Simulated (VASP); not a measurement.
# ZnAu (R3m) in VASP: single point with PBEsol

Aim: the single point of ZnAu with PBEsol.

Program: VASP 6.6.1. These are calculated values, not measurements. Logs are shortened: lines on timing, memory, paths and dates and some standing lists are left out, and cuts for length are marked.

## 1. The cell of the first run

It takes space group R3m (No. 160, trigonal). The conventional cell has a = 4.451 Å, b = 4.451 Å, c = 5.451 Å, α = 90.00°, β = 90.00°, γ = 120.00°. Zn (site symmetry 3m) has 4 Au at 1.91 to 2.57 Å within 2.6 Å. Within 2.6 Å of Au (site symmetry 3m) lie 4 Zn at 1.91 to 2.57 Å.

## 2. Single point, PBEsol (shortest bond scaled by 0.7)

File INCAR:

```
SYSTEM = ZnAu
  ALGO = Normal
  EDIFF = 1E-7
  ENCUT = 520
  GGA = PS
  ISIF = 2
  ISMEAR = -1
  LASPH = .True.
  LCHARG = .False.
  LREAL = .False.
  LWAVE = .False.
  NBANDS = 18
  NELM = 60
  PREC = Accurate
  SIGMA = 0.05
```

File KPOINTS:

```
k-points
0
Gamma
  10 10 10
  0 0 0
```

File POSCAR:

```
ZnAu
1.0
    3.1470000000      0.0000000000      0.0000000000
    0.0000000000      3.1470000000      0.0000000000
    0.0000000000      0.0000000000      3.1470000000
Zn Au
1 1
Direct
    0.4250000000      0.4250000000      0.4250000000
    0.0750000000      0.0750000000      0.0750000000
```

Potentials or basis: VASP PAW PBE potentials, release 64 (Zn, Au).

On the command line:

```sh
> cat potpaw_PBE.64/Zn/POTCAR potpaw_PBE.64/Au/POTCAR > POTCAR
> mpirun -np 1 vasp_std > vasp.out
```

OUTCAR:

```text
SYSTEM = ZnAu
   EDIFF = 1E-7
   ENCUT = 520
   GGA = PS
   ISIF = 2
   ISMEAR = -1
   LASPH = .True.
   LREAL = .False.
   NELM = 60
   PREC = Accurate

 ion  position               nearest neighbor table
   1  0.425  0.425  0.425-   2 1.91   2 2.57   2 2.57   2 2.57   2 3.10   2 3.10   2 3.10
   2  0.075  0.075  0.075-   1 1.91   1 2.57   1 2.57   1 2.57   1 3.10   1 3.10   1 3.10

  LATTYP: Found a simple cubic cell.
 ALAT       =     3.1470000000

  Lattice vectors:

 A1 = (   3.1470000000,   0.0000000000,   0.0000000000)
 A2 = (   0.0000000000,   3.1470000000,   0.0000000000)
 A3 = (   0.0000000000,   0.0000000000,   3.1470000000)

Analysis of symmetry for initial positions (statically):
=====================================================================
 Subroutine PRICEL returns:
 Original cell was already a primitive cell.

 Routine SETGRP: Setting up the symmetry group for a
 simple cubic supercell.

 Subroutine GETGRP returns: Found  6 space group operations
 (whereof  6 operations were pure point group operations)
 out of a pool of 48 trial point group operations.

The static configuration has the point symmetry C_3v.

Analysis of symmetry for dynamics (positions and initial velocities):
=====================================================================
 Subroutine PRICEL returns:
 Original cell was already a primitive cell.

 Routine SETGRP: Setting up the symmetry group for a
 simple cubic supercell.

 Subroutine GETGRP returns: Found  6 space group operations
 (whereof  6 operations were pure point group operations)
 out of a pool of 48 trial point group operations.

The dynamic configuration has the point symmetry C_3v.

 Subroutine INISYM returns: Found  6 space group operations
 (whereof  6 operations are pure point group operations),
 and found     1 'primitive' translations

----------------------------------------------------------------------------------------

                                     Primitive cell

  volume of cell :      31.1667

  direct lattice vectors                    reciprocal lattice vectors
     3.147000000  0.000000000  0.000000000     0.317762949  0.000000000  0.000000000
     0.000000000  3.147000000  0.000000000     0.000000000  0.317762949  0.000000000
     0.000000000  0.000000000  3.147000000     0.000000000  0.000000000  0.317762949

  length of vectors
     3.147000000  3.147000000  3.147000000     0.317762949  0.317762949  0.317762949

  position of ions in fractional coordinates (direct lattice)
     0.425000000  0.425000000  0.425000000
     0.075000000  0.075000000  0.075000000

  ion indices of the primitive-cell ions
   primitive index   ion index
                 1           1
                 2           2

----------------------------------------------------------------------------------------

 KPOINTS: k-points

Automatic generation of k-mesh.
 Grid dimensions read from file:
 generate k-points for:   10   10   10

 Generating k-lattice:

  Cartesian coordinates                     Fractional coordinates (reciprocal lattice)
     0.031776295  0.000000000  0.000000000     0.100000000  0.000000000  0.000000000
     0.000000000  0.031776295  0.000000000     0.000000000  0.100000000  0.000000000
     0.000000000  0.000000000  0.031776295     0.000000000  0.000000000  0.100000000

  Length of vectors
     0.031776295  0.031776295  0.031776295

  Shift w.r.t. Gamma in fractional coordinates (k-lattice)
     0.000000000  0.000000000  0.000000000

 Subroutine IBZKPT returns following result:
 ===========================================

 Found    116 irreducible k-points:

 Following reciprocal coordinates:
            Coordinates               Weight
  0.000000  0.000000  0.000000      1.000000
  0.100000  0.000000  0.000000      6.000000
  0.200000  0.000000  0.000000      6.000000
  0.300000  0.000000  0.000000      6.000000
  0.400000  0.000000  0.000000      6.000000
  0.500000  0.000000  0.000000      3.000000
[... 16 lines left out ...]
  0.300000  0.300000  0.000000      6.000000
 -0.300000  0.300000  0.000000      6.000000
 [... further k-points ...]
   k-points           NKPTS =    116   k-points in BZ     NKDIM =    116   number of bands    NBANDS=     18
   number of dos      NEDOS =    301   number of ions     NIONS =      2
   total plane-waves  NPLWV =  13824
   dimension x,y,z NGX =    24 NGY =   24 NGZ =   24
   dimension x,y,z NGXF=    48 NGYF=   48 NGZF=   48
   ions per type =               1   1
   NGX,Y,Z   is equivalent  to a cutoff of  12.68, 12.68, 12.68 a.u.
   NGXF,Y,Z  is equivalent  to a cutoff of  25.36, 25.36, 25.36 a.u.
 SYSTEM =  ZnAu
   PREC   = accura    normal or accurate (medium, high low for compatibility)
   ISTART =      0    job   : 0-new  1-cont  2-samecut
   ICHARG =      2    charge: 1-file 2-atom 10-const
   ISPIN  =      1    spin polarized calculation?
   LNONCOLLINEAR =      F non collinear calculations
   LSORBIT =      F    spin-orbit coupling
   LASPH  =      T    aspherical Exc in radial PAW
   ENCUT  =  520.0 eV  38.22 Ry    6.18 a.u.   5.85  5.85  5.85*2*pi/ulx,y,z
   NELM   =     60;   NELMIN=  2; NELMDL= -5     # of ELM steps
   EDIFF  = 0.1E-06   stopping-criterion for ELM
   LREAL  =      F    real-space projection
   EDIFFG = 0.1E-05   stopping-criterion for IOM
   NSW    =      0    number of steps for IOM
   IBRION =     -1    ionic relax: 0-MD 1-quasi-New 2-CG
   NFREE  =      0    steps in history (QN), initial steepest desc. (CG)
   ISIF   =      2    stress and relaxation
   ISYM   =      2    0-nonsym 1-usesym 2-fastsym
   POTIM  = 0.5000    time-step for ionic-motion
   TEBEG  =    0.0;   TEEND  =   0.0 temperature during run
   PSTRESS=    0.0 pullay stress
   NELECT =      23.0000    total number of electrons
   NUPDOWN=      -1.0000    fix difference up-down
   EMIN   =  10.00;   EMAX   =-10.00  energy-range for DOS
   EFERMI =   0.00;   METHOD = LEGACY
   ISMEAR =    -1;   SIGMA  =   0.05  broadening in eV -4-tet -1-fermi 0-gaus
   EFERMI_NEDOS =   21; number of points for ismear=-14 and -15
   IALGO  =     38    algorithm
   IMIX   =      4    mixing-type and parameters
     AMIX     =   0.40;   BMIX     =  1.00
     AMIX_MAG =   1.60;   BMIX_MAG =  1.00
  volume/ion in A,a.u.               =      15.58       105.16
  Fermi-wavevector in a.u.,A,eV,Ry     =   1.479406  2.795672 29.778283  2.188642
  Thomas-Fermi vector in A             =   2.593568
   LORBIT       =      0    0 simple, 1 ext, 2 COOP (PROOUT), +10 PAW based schemes
   GGA     = PS    functional components
   LHFCALC =     F    Hartree Fock is set to
   AEXX    =    0.0000 exact exchange contribution
   IVDW    =     0    specifies the selected vdW correction
   LEPSILON=     F    determine dielectric tensor
   LRPA    =     F    only Hartree local field effects (RPA)
 non-spin polarized calculation
  energy-cutoff  :      520.00
  volume of cell :       31.17
 maximum number of plane-waves:       862
   NGX = 11   NGY = 11   NGZ = 11

 number of electron      23.0000000 magnetization

 Free energy of the ion-electron system (eV)
  ---------------------------------------------------
  ext. energy  EPLUGINS =         0.00000000
  ---------------------------------------------------
  free energy    TOTEN  =        -2.51160187 eV

  energy without entropy =       -2.50652125  energy(sigma->0) =       -2.50906156

 E-fermi :   7.0682     XC(G=0): -12.3584

 val. band max:        7.0566371261   @ k =   0.5000   0.5000   0.3000
 cond. band min:       7.1062630568   @ k =  -0.4000   0.5000   0.4000
 fundamental gap:      0.0496259306
 Fermi energy:         7.0682004382

 k-point     1 :       0.0000    0.0000    0.0000
  band No.  band energies     occupation
      1      -3.8236      2.00000
      2      -2.1186      2.00000
      3      -2.0917      2.00000
      4      -2.0917      2.00000
      5      -0.7172      2.00000
      6      -0.7172      2.00000
[... 10 lines left out ...]
     17      17.9781      0.00000
     18      25.1553      0.00000

 k-point     2 :       0.1000    0.0000    0.0000
  band No.  band energies     occupation
      1      -3.6577      2.00000
      2      -2.1128      2.00000
      3      -2.1020      2.00000
      4      -2.0253      2.00000
      5      -0.7536      2.00000
      6      -0.7069      2.00000
[... 10 lines left out ...]
     17      19.1235      0.00000
     18      24.9948      0.00000

 k-point     3 :       0.2000    0.0000    0.0000
  band No.  band energies     occupation
      1      -3.1940      2.00000
      2      -2.1291      2.00000
      3      -2.0830      2.00000
      4      -1.8517      2.00000
      5      -0.8474      2.00000
      6      -0.6786      2.00000
[... 10 lines left out ...]
     17      21.6923      0.00000
     18      24.4232      0.00000

 k-point     4 :       0.3000    0.0000    0.0000
  band No.  band energies     occupation
      1      -2.5938      2.00000
      2      -2.1627      2.00000
      3      -1.9613      2.00000
      4      -1.6333      2.00000
      5      -0.9612      2.00000
      6      -0.6327      2.00000
[... 10 lines left out ...]
     17      22.5042      0.00000
     18      23.0983      0.00000

 k-point     5 :       0.4000    0.0000    0.0000
  band No.  band energies     occupation
      1      -2.2904      2.00000
      2      -2.1901      2.00000
      3      -1.5569      2.00000
      4      -1.4505      2.00000
      5      -1.0516      2.00000
      6      -0.5465      2.00000
[... 10 lines left out ...]
     17      21.0256      0.00000
     18      21.5480      0.00000

 k-point     6 :       0.5000    0.0000    0.0000
  band No.  band energies     occupation
      1      -2.2420      2.00000
      2      -2.2006      2.00000
      3      -1.3923      2.00000
      4      -1.3002      2.00000
      5      -1.0857      2.00000
      6      -0.4569      2.00000
[... 307 lines left out ...]
 k-point    21 :      -0.2000    0.4000    0.0000
  band No.  band energies     occupation
      1      -2.3934      2.00000
      2      -2.0937      2.00000
      3      -1.4606      2.00000
      4      -1.3384      2.00000
      5      -0.8599      2.00000
      6      -0.2649      2.00000
[... 10 lines left out ...]
     17      21.3670      0.00000
     18      22.3841      0.00000

 k-point    22 :       0.5000    0.2000    0.0000
  band No.  band energies     occupation
      1      -2.3014      2.00000
      2      -2.1083      2.00000
      3      -1.3882      2.00000
      4      -1.2785      2.00000
      5      -0.8467      2.00000
      6      -0.0567      2.00000
[... 10 lines left out ...]
     17      20.8294      0.00000
     18      22.2202      0.00000

 k-point    23 :       0.3000    0.3000    0.0000
  band No.  band energies     occupation
      1      -2.2614      2.00000
      2      -2.0867      2.00000
      3      -1.4100      2.00000
      4      -1.2866      2.00000
      5      -0.7499      2.00000
      6      -0.6704      2.00000
[... 10 lines left out ...]
     17      21.8378      0.00000
     18      23.2569      0.00000

 k-point    24 :      -0.3000    0.3000    0.0000
  band No.  band energies     occupation
      1      -2.4868      2.00000
      2      -2.0380      2.00000
      3      -1.4919      2.00000
      4      -1.4169      2.00000
      5      -0.7662      2.00000
      6      -0.2945      2.00000
[... 10 lines left out ...]
     17      21.5345      0.00000
     18      23.1540      0.00000

 [... further k-points ...]
[... 5 lines left out ...]
  --------------------------------------------------------------------------------------
  -------------------------------------------------------------------------------------
  Total       10.8379111     10.8379111     10.8379111      9.6520570      9.6520570      9.6520570
  in kB      557.1420484    557.1420484    557.1420484    496.1811158    496.1811158    496.1811158
  external PRESSURE =     557.1420484 kB  Pullay stress =       0.0000000 kB

 VOLUME and BASIS-vectors are now :
 -----------------------------------------------------------------------------
  energy-cutoff  :      520.00
  volume of cell :       31.17
      direct lattice vectors                 reciprocal lattice vectors
     3.147000000  0.000000000  0.000000000     0.317762949  0.000000000  0.000000000
     0.000000000  3.147000000  0.000000000     0.000000000  0.317762949  0.000000000
     0.000000000  0.000000000  3.147000000     0.000000000  0.000000000  0.317762949

 POSITION                                       TOTAL-FORCE (eV/Angst)
 -----------------------------------------------------------------------------------
      1.33747      1.33747      1.33747         9.281393      9.281393      9.281393
      0.23603      0.23603      0.23603        -9.281393     -9.281393     -9.281393
 -----------------------------------------------------------------------------------
    total drift:                               -0.000270     -0.000270     -0.000240

  FREE ENERGIE OF THE ION-ELECTRON SYSTEM (eV)
  ---------------------------------------------------
  free  energy   TOTEN  =        -2.5116018712 eV

  energy  without entropy=       -2.5065212509  energy(sigma->0) =       -2.50906156
```

Run time: 22 s. Hardware: 1 thread of Intel Xeon Platinum 8488C (Sapphire Rapids), shared host; peak memory 0.19 GiB.

Results:

```
Free energy            : -2.5116 eV
Pressure               : 55.7 GPa
Largest force          : 16.076 eV/Å
Band gap on the k mesh : zero (an odd number of electrons rules out a gap without spin polarisation)
```

Forces in eV/Å, atoms in the order of the input:
```
Zn   9.281  9.281  9.281
Au  -9.281 -9.281 -9.281
```

Caveat: the cell differs from its parent crystal (shortest bond scaled by 0.7); the cell stands under pressure; the PAW data sets were made with another functional, which shifts forces and pressure a little; spin-orbit coupling is left out, which moves the levels of the heavy elements.

The gap in the log of VASP goes by the Fermi energy; the results here count the filled bands.